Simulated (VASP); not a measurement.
# Ta12HCN: single point with revPBE

Ta12HCN, a slab with vacuum:

```
Ta C N H
1.0
     5.72020    0.00000    0.00000
    -1.90673    5.39306    0.00000
     0.00000    0.00000   24.88613
Ta C N H
12 1 1 1
Direct
  0.25000 0.25000 0.32146
  0.25000 0.75000 0.32146
  0.75000 0.25000 0.32146
  0.75000 0.75000 0.32146
  0.50000 0.50000 0.41530
  0.50000 0.00000 0.41530
  0.00000 0.50000 0.41530
  0.00000 0.00000 0.41530
  0.75000 0.75000 0.50914
  0.75000 0.25000 0.50914
  0.25000 0.75000 0.50914
  0.25000 0.25000 0.50914
  0.25000 0.25000 0.67297
  0.25000 0.25000 0.62647
  0.25000 0.25000 0.71550
```

| Item | Value |
| --- | --- |
| Program | VASP 6.6.1 |
| Task | single point |
| Functional | revPBE |
| Potentials or basis | VASP PAW PBE potentials, release 64 (Ta_pv, C, N, H) |
| Cutoff | 520 eV |
| k mesh | 5 × 5 × 1 |
| Occupations | fermi-dirac, width 0.05 eV |
| Spin | no spin polarisation |

| Quantity | Value |
| --- | --- |
| Largest force | 1.257 eV/Å |
| Band gap on the k mesh | zero (bands 71 and 72 overlap by 0.73 eV) |

Forces in eV/Å, atoms in the order of the input:
```
Ta   0.000  0.000  0.205
Ta   0.000  0.000  0.221
Ta   0.000  0.000  0.221
Ta   0.000  0.000  0.157
Ta   0.015  0.021 -0.049
Ta  -0.022  0.016  0.028
Ta   0.022 -0.016  0.028
Ta  -0.015 -0.021 -0.049
Ta   0.000  0.000 -0.363
Ta   0.000  0.000 -0.384
Ta   0.000  0.000 -0.384
Ta   0.000  0.000  0.615
C    0.000  0.000  0.441
N    0.000  0.000 -1.257
H    0.000  0.000  0.567
```

Levels at points of the mesh, in eV from the Fermi level:
| k point | band 68 | band 69 | band 70 | band 71 | band 72 | band 73 | band 74 | band 75 |
| --- | --- | --- | --- | --- | --- | --- | --- | --- |
| (0.00, 0.00, 0.00) | -0.05 | 0.16 | 0.39 | 0.50 | 0.51 | 0.93 | 1.09 | 1.09 |

Run time: 24 min on 1 thread of Intel(R) Xeon(R) 6975P-C (Granite Rapids), with other jobs on the host, peak memory 1.1 GiB.

Caveat: the PAW data sets were made with another functional, which shifts forces and pressure a little; spin-orbit coupling is left out, which moves the levels of the heavy elements.
